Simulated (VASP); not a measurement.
Set up this calculation in VASP 6.6.1, as the native input.

- Task: single point
- Functional: PBE
- Potentials or basis: VASP PAW PBE potentials, release 64 (Si, Sn_d)
- Cutoff: 520 eV
- k mesh: 4 × 4 × 4
- Occupations: gaussian, width 0.1 eV
- Spin: no spin polarisation
- Dipole correction: no
- Further INCAR settings: ALGO = Normal; EDIFF = 1e-06; NBANDS = 36

The structure of Si3Sn lies in POSCAR:

```
Si3Sn
1.0
    5.3080253217      0.0000000000      0.0000000000
    0.0000000000      5.3080253217      0.0000000000
    0.0000000000      0.0000000000      5.3080253217
Si Sn
6 2
Direct
    0.2500000000      0.0000000000      0.5000000000
    0.5000000000      0.7500000000      0.0000000000
    0.7500000000      0.0000000000      0.5000000000
    0.5000000000      0.2500000000      0.0000000000
    0.0000000000      0.5000000000      0.7500000000
    0.0000000000      0.5000000000      0.2500000000
    0.0000000000      0.0000000000      0.0000000000
    0.5000000000      0.5000000000      0.5000000000
```

The cell was built from a structure type or drawn by symmetry, and may not be a known phase.

The input as run:

INCAR

```
SYSTEM = Si3Sn
  PREC = Accurate
  ENCUT = 520
  EDIFF = 1E-6
  ISMEAR = 0
  SIGMA = 0.1
  LREAL = .FALSE.
  LASPH = .TRUE.
  NELM = 60
  ALGO = Normal
  ISIF = 2
  LWAVE = .FALSE.
  LCHARG = .FALSE.
  GGA = PE
  NBANDS = 36
```

KPOINTS

```
Automatic mesh
0
G
  4 4 4
  0 0 0
```

Potentials or basis: VASP PAW PBE potentials, release 64 (Si, Sn_d).

Run with:

```bash
$ cat potpaw_PBE.64/Si/POTCAR potpaw_PBE.64/Sn_d/POTCAR > POTCAR
$ mpirun -np 1 vasp_std > vasp.out
```

It gave:

- Pressure: 0.0 GPa
- Band gap on the k mesh: zero (bands 26 and 27 overlap by 2.21 eV)

Caveat: spin-orbit coupling is left out, which moves the levels of the heavy elements.

Run time: 49 s on 1 thread of Intel Xeon 8259CL, with other jobs on the host, peak memory 0.25 GiB.
